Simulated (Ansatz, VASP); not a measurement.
# ZnS: VASP beside Ansatz

The input INCAR:

```
SYSTEM = ZnS
ALGO = Normal
EDIFF = 1E-6
ENCUT = 520
GGA = PE
ISIF = 2
ISMEAR = 0
LASPH = .True.
LCHARG = .False.
LREAL = .False.
LWAVE = .False.
NBANDS = 46
NELM = 100
PREC = Accurate
SIGMA = 0.05
```

Contents of KPOINTS:

```
k-points
0
Gamma
  8 8 3
  0 0 0
```

POSCAR

```
ZnS
1.0
   -3.8109987816      0.0000000000      0.0000000000
   -1.9054993908     -3.3004217586      0.0000000000
   -1.4291245431     -0.8251054397     12.4680000000
Zn S
4 4
Direct
    0.1698958333      0.1698958333      0.6537500000
    0.2948958333      0.2948958333      0.1537500000
    0.4407291667      0.4407291667      0.9037500000
    0.5657291667      0.5657291667      0.4037500000
    0.1217708333      0.1217708333      0.8462500000
    0.2467708333      0.2467708333      0.3462500000
    0.6426041667      0.6426041667      0.0962500000
    0.5176041667      0.5176041667      0.5962500000
```

Input for Ansatz:

```yaml
crystal:
  lattice:
    - [-3.8109987816, 0.0, 0.0]
    - [-1.9054993908, -3.3004217586, 0.0]
    - [-1.4291245431, -0.8251054397, 12.468]
  atoms:
    - { symbol: Zn, position: [0.1698958333, 0.1698958333, 0.65375] }
    - { symbol: Zn, position: [0.2948958333, 0.2948958333, 0.15375] }
    - { symbol: Zn, position: [0.4407291667, 0.4407291667, 0.90375] }
    - { symbol: Zn, position: [0.5657291667, 0.5657291667, 0.40375] }
    - { symbol: S, position: [0.1217708333, 0.1217708333, 0.84625] }
    - { symbol: S, position: [0.2467708333, 0.2467708333, 0.34625] }
    - { symbol: S, position: [0.6426041667, 0.6426041667, 0.09625] }
    - { symbol: S, position: [0.5176041667, 0.5176041667, 0.59625] }
basis:
  ecutwfc: 420
kpoints:
  mp_grid: { grid: [8, 8, 3] }
hamiltonian:
  xc: pbe
scf:
  occupations: { method: gaussian, width: 0.05 }
output:
  forces: true
  stress: true
  eigenvalues: true
```

Alike in both runs: task single point; functional PBE; k mesh 8 × 8 × 3; occupations gaussian, width 0.05 eV; no spin polarisation.

```csv
,VASP,Ansatz
version,VASP 6.6.1,Ansatz 0.2.0
potentials or method,"VASP PAW PBE potentials, release 64 (Zn, S), cutoff 520 eV","scalar-relativistic, plane waves, PAW"
valence electrons in the cell,72,72
```

```tsv
	VASP	Ansatz	Ansatz less VASP
gap on the k mesh at the Fermi level (eV)	1.74	1.74	-0.001
least direct gap on the mesh (eV)	1.74	1.74	-0.001
pressure (GPa)	1.9	1.8	-0.14
traceless stress, the component that is largest in VASP (GPa)	0.75	0.72	-0.024
rms of the force components (eV/Å)	0.184	0.181	-0.0031
```

Atom by atom the forces differ by 0.004 eV/Å (rms over components). With one functional, cell and mesh, what is left measures potentials, basis and numerics.
